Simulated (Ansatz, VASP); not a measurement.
# One calculation of Nb, two programs

```xyz
1
Lattice="-1.6588 1.6588 1.6588 1.6588 -1.6588 1.6588 1.6588 1.6588 -1.6588" Properties=species:S:1:pos:R:3 pbc="T T T"
Nb    0.0000    0.0000    0.0000
```

Alike in both runs: task single point; functional PBE; k mesh 10 × 10 × 10; occupations gaussian, width 0.1 eV; no spin polarisation; Hubbard terms Nb d U = 0.75 eV.

|  | VASP | Ansatz |
| --- | --- | --- |
| version | VASP 6.6.1 | Ansatz 0.2.0 |
| potentials or method | VASP PAW PBE potentials, release 64 (Nb_sv), cutoff 520 eV | scalar-relativistic, plane waves, PAW |
| valence electrons in the cell | 13 | 13 |

|  | VASP | Ansatz | Ansatz less VASP |
| --- | --- | --- | --- |
| gap on the k mesh at the Fermi level (eV) | none | none | - |
| pressure (GPa) | 1.0 | -0.4 | -1.41 |

The programs project onto different local orbitals, so the same U acts differently, and such runs can settle in different states. A gap of «none» marks a metal or a gap that the smearing closes. Ansatz's warnings: filled band counts differ across k points.
